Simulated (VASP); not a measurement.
# C (Fmmm) in VASP: notebook, part 2 of 2

VASP 6.6.1. The steps go on from the part before.

### 3 Single point, PBE (volume scaled by 0.98)

The input, INCAR:

```
ALGO = Normal
EDIFF = 1E-6
ENCUT = 520
GGA = PE
ISIF = 2
ISMEAR = -1
LASPH = T
LCHARG = T
LELF = T
LREAL = F
LVHAR = T
LWAVE = F
NBANDS = 11
NELM = 80
PREC = Accurate
SIGMA = 0.05
```

The input, KPOINTS:

```
k-points
0
Gamma
  18 18 18
```

The input, POSCAR:

```
C
1.0
    0.0000000000      2.1127244021      3.3255295243
    1.2197581409      0.0000000000      3.3255295243
    1.2197581409      2.1127244021      0.0000000000
C
2
Direct
    0.1666700000      0.8333300000      0.1666700000
    0.8333300000      0.1666700000      0.8333300000
```

Potentials or basis: VASP PAW PBE potentials, release 64 (C).

Launch:

```sh
> cat potpaw_PBE.64/C/POTCAR > POTCAR
> mpirun -np 1 vasp_std > vasp.out
```

It took 70 s on 1 thread of Intel Xeon 6975P-C (Granite Rapids), shared host; peak memory 0.24 GiB.

It converged, with:

- Free energy: -18.3977 eV
- Pressure: 11.1 GPa
- Largest force: 0.003 eV/Å
- Band gap on the k mesh: 0.08 eV, indirect (least direct gap 0.16 eV)

Forces in eV/Å, atoms in the order of the input:
```
C    0.000  0.003  0.000
C    0.000 -0.003  0.000
```

Stress tensor (GPa, compression positive):
```
14.90  0.00  0.00
 0.00 14.35  0.00
 0.00  0.00  4.16
```

Levels at points of the mesh, in eV from the valence-band top:
```csv
k point,band 2,band 3,band 4,band 5,band 6,band 7
"(0.00, 0.00, 0.00)",-6.68,-2.96,-2.94,4.27,8.57,8.65
"(0.50, 0.00, 0.00)",-13.38,-6.44,-2.38,1.70,7.74,12.76
"(0.50, 0.50, 0.00)",-8.72,-2.97,-2.95,8.54,8.61,10.72
"(0.50, 0.00, 0.50)",-13.47,-6.41,-1.58,2.59,7.97,11.35
"(0.00, 0.50, 0.50)",-13.29,-6.46,-3.08,0.97,7.54,14.10
```

 A k mesh can miss the band edges.

### 4 Single point, PBE (volume scaled by 0.9405)

The input, INCAR:

```
SYSTEM = C
  PREC = Accurate
  ENCUT = 520
  EDIFF = 1E-6
  ISMEAR = -1
  SIGMA = 0.05
  LREAL = .FALSE.
  LASPH = .TRUE.
  NELM = 100
  ALGO = Normal
  ISIF = 2
  LWAVE = .FALSE.
  LCHARG = .TRUE.
  GGA = PE
  LELF = .TRUE.
  LVHAR = .TRUE.
  NBANDS = 11
```

The input, KPOINTS:

```
regular mesh
0
G
  18 18 18
  0 0 0
```

The input, POSCAR:

```
C
1.0
    0.0000000000      2.0839490168      3.2802356879
    1.2031449895      0.0000000000      3.2802356879
    1.2031449895      2.0839490168      0.0000000000
C
2
Direct
    0.1666700000      0.8333300000      0.1666700000
    0.8333300000      0.1666700000      0.8333300000
```

Potentials or basis: VASP PAW PBE potentials, release 64 (C).

Launch:

```sh
> cat potpaw_PBE.64/C/POTCAR > POTCAR
> mpirun -np 1 vasp_std > vasp.out
```

OUTCAR:

```text
SYSTEM = C
   PREC = Accurate
   ENCUT = 520
   EDIFF = 1E-6
   ISMEAR = -1
   LREAL = .FALSE.
   LASPH = .TRUE.
   NELM = 100
   ISIF = 2
   GGA = PE

 ion  position               nearest neighbor table
   1  0.167  0.833  0.167-   2 1.39   2 1.39   2 1.39
   2  0.833  0.167  0.833-   1 1.39   1 1.39   1 1.39

  LATTYP: Found a face centered orthorhombic cell.
 ALAT       =     2.4062899790
 B/A-ratio  =     1.7320846905
 C/A-ratio  =     2.7263843647

  Lattice vectors:

 A1 = (   0.0000000000,   2.0839490168,   3.2802356879)
[... 514 lines left out ...]
      7      14.0451      0.00000
      8      20.6316      0.00000
      9      22.8202      0.00000
     10      24.3371      0.00000
     11      29.3643      0.00000

 [... further k-points ...]
[... 5 lines left out ...]
  --------------------------------------------------------------------------------------
  -------------------------------------------------------------------------------------
  Total        3.6206908      3.5573080      0.4991259      0.0000000      0.0000000      0.0000000
  in kB      352.6646410    346.4909917     48.6161572      0.0000000      0.0000000      0.0000000
  external PRESSURE =     249.2572633 kB  Pullay stress =       0.0000000 kB

 VOLUME and BASIS-vectors are now :
 -----------------------------------------------------------------------------
  energy-cutoff  :      520.00
  volume of cell :       16.45
      direct lattice vectors                 reciprocal lattice vectors
     0.000000000  2.083949017  3.280235688    -0.415577511  0.239929094  0.152428072
     1.203144989  0.000000000  3.280235688     0.415577511 -0.239929094  0.152428072
     1.203144989  2.083949017  0.000000000     0.415577511  0.239929094 -0.152428072

 POSITION                                       TOTAL-FORCE (eV/Angst)
 -----------------------------------------------------------------------------------
      1.20314      0.69466      3.28024         0.000000      0.003448      0.000000
      1.20314      3.47323      3.28024         0.000000     -0.003448      0.000000
 -----------------------------------------------------------------------------------
    total drift:                               -0.000000     -0.000000     -0.000000

  FREE ENERGIE OF THE ION-ELECTRON SYSTEM (eV)
  ---------------------------------------------------
  free  energy   TOTEN  =       -18.3202704188 eV

  energy  without entropy=      -18.3200759438  energy(sigma->0) =      -18.32017318
```

OSZICAR:

```text
N       E                     dE             d eps       ncg     rms          rms(c)
DAV:   1     0.369657560892E+00    0.36966E+00   -0.41469E+03 19407   0.652E+02
DAV:   2    -0.193716120550E+02   -0.19741E+02   -0.18984E+02 24909   0.122E+02
DAV:   3    -0.197813552165E+02   -0.40974E+00   -0.40884E+00 23904   0.142E+01
DAV:   4    -0.197827603333E+02   -0.14051E-02   -0.14050E-02 22065   0.102E+00
DAV:   5    -0.197827656230E+02   -0.52897E-05   -0.52896E-05 24238   0.565E-02    0.692E+00
DAV:   6    -0.186663872722E+02    0.11164E+01   -0.95866E-01 21790   0.573E+00    0.404E+00
DAV:   7    -0.183163250147E+02    0.35006E+00   -0.10620E+00 22507   0.608E+00    0.119E+00
DAV:   8    -0.183204746947E+02   -0.41497E-02   -0.23235E-02 21245   0.979E-01    0.138E-01
DAV:   9    -0.183201954963E+02    0.27920E-03   -0.69816E-04 23143   0.165E-01    0.587E-02
DAV:  10    -0.183202712141E+02   -0.75718E-04   -0.14726E-04 21661   0.859E-02    0.318E-02
DAV:  11    -0.183202704188E+02    0.79528E-06   -0.72253E-06 23188   0.154E-02
   1 F= -.18320270E+02 E0= -.18320173E+02  d E =-.194475E-03
```

It took 3.2 min on 1 thread of Intel Xeon Platinum 8259CL at 2.50GHz (Skylake/Cascade Lake), shared host; peak memory 0.23 GiB.

What came out:

```
Free energy            : -18.3203 eV
Pressure               : 24.9 GPa
Largest force          : 0.003 eV/Å
Band gap on the k mesh : 0.09 eV, indirect (least direct gap 0.17 eV)
```

Forces in eV/Å, atoms in the order of the input:
```
C    0.000  0.003  0.000
C    0.000 -0.003  0.000
```

Stress tensor (GPa, compression positive):
```
35.27  0.00  0.00
 0.00 34.65  0.00
 0.00  0.00  4.86
```

 A k mesh can miss the band edges.

### 5 Single point, PBE (volume scaled by 1.02)

The input, INCAR:

```
SYSTEM = C
PREC = Accurate
ENCUT = 520
EDIFF = 1E-6
ISMEAR = -1
SIGMA = 0.05
LREAL = .False.
LASPH = .True.
NELM = 60
ALGO = Normal
ISIF = 2
LWAVE = .False.
LCHARG = .True.
GGA = PE
LELF = .True.
LVHAR = .True.
NBANDS = 11
```

The input, KPOINTS:

```
regular mesh
0
Gamma
  18 18 18
  0 0 0
```

The input, POSCAR:

```
C
1.0
    0.0000000000      2.1410865032      3.3701728316
    1.2361326873      0.0000000000      3.3701728316
    1.2361326873      2.1410865032      0.0000000000
C
2
Direct
    0.1666700000      0.8333300000      0.1666700000
    0.8333300000      0.1666700000      0.8333300000
```

Launch:

```sh
> cat potpaw_PBE.64/C/POTCAR > POTCAR
> mpirun -np 1 vasp_std > vasp.out
```

Wall time 2.2 min (1 thread of Intel Xeon 6975P-C, shared host); peak memory 0.25 GiB.

It converged, with:

```yaml
Free_energy: -18.4207 eV
Pressure: -0.5 GPa
Largest_force: 0.003 eV/Å
Band_gap_on_the_k_mesh: 0.08 eV, indirect (least direct gap 0.15 eV)
```

Forces in eV/Å, atoms in the order of the input:
```
C    0.000  0.003  0.000
C    0.000 -0.003  0.000
```

Stress tensor (GPa, compression positive):
```
-2.35  0.00  0.00
 0.00 -2.83  0.00
 0.00  0.00  3.56
```

Levels at points of the mesh, in eV from the valence-band top:
```tsv
k point	band 1	band 2	band 3	band 4	band 5	band 6	band 7	band 8
(0.00, 0.00, 0.00)	-19.54	-6.47	-2.98	-2.96	4.32	8.30	8.37	11.32
(0.50, 0.00, 0.00)	-14.19	-13.13	-6.33	-2.31	1.68	7.35	12.52	13.68
(0.50, 0.50, 0.00)	-19.25	-8.40	-2.99	-2.97	8.27	8.34	10.52	11.46
(0.50, 0.00, 0.50)	-14.30	-13.21	-6.30	-1.56	2.51	7.55	11.21	11.48
(0.00, 0.50, 0.50)	-14.08	-13.04	-6.36	-2.97	1.00	7.16	13.78	17.38
```

 A k mesh can miss the band edges.

### 6 Overview

```csv
cell,gap on the mesh (eV),pressure (GPa)
"a = 3.886, b = 3.494, c = 2.406 Å, angles 80.1, 62.3, 37.6°, 2 atoms",0.09,24.9
"a = 3.940, b = 3.542, c = 2.440 Å, angles 80.1, 62.3, 37.6°, 2 atoms",0.08,11.1
"a = 3.993, b = 3.590, c = 2.472 Å, angles 80.1, 62.3, 37.6°, 2 atoms",0.08,-0.5
```

Alike in all rows: task single point; level PBE; potentials or basis VASP PAW PBE potentials, release 64 (C); no spin polarisation; k mesh 18 × 18 × 18; cutoff (eV) 520; smearing fermi-dirac 0.05 eV.

Absolute energies hang on the potentials; compare differences alone.
